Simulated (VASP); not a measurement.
# GaSb: single point with LDA

The system is GaSb.

```
Ga Sb
1.0
     0.00000    3.02507    3.02507
     3.02507    0.00000    3.02507
     3.02507    3.02507    0.00000
Ga Sb
1 1
Cartesian
  0.0000 0.0000 0.0000
  4.5376 4.5376 4.5376
```

```yaml
Program: VASP 6.6.1
Task: single point
Functional: LDA
Potentials_or_basis: VASP PAW LDA potentials, release 64 (Ga_d, Sb)
Cutoff: 520 eV
k_mesh: 12 × 12 × 12
Occupations: fermi-dirac, width 0.15 eV
Spin: no spin polarisation
Dipole_correction: no
Further_INCAR_settings: ALGO = Normal; EDIFF = 1e-06; NBANDS = 16
```

```
Pressure : 0.2 GPa
```

Levels at points of the mesh, in eV from the Fermi level:
```
           k point  band 6  band 7  band 8  band 9  band 10  band 11  band 12  band 13
(0.00, 0.00, 0.00)  -11.95   -0.20   -0.20   -0.20    -0.08     2.55     2.55     2.55
(0.50, 0.00, 0.00)  -10.24   -6.77   -1.40   -1.40     0.17     3.52     3.52     6.10
(0.50, 0.50, 0.00)   -9.37   -7.20   -2.89   -2.89     0.60     0.91     8.60     8.60
```

It took 55 s on 1 thread of Intel(R) Xeon(R) Platinum 8259CL CPU @ 2.50GHz (Skylake/Cascade Lake), on a shared host, peak memory 0.19 GiB.

Caveat: spin-orbit coupling is left out, which moves the levels of the heavy elements.
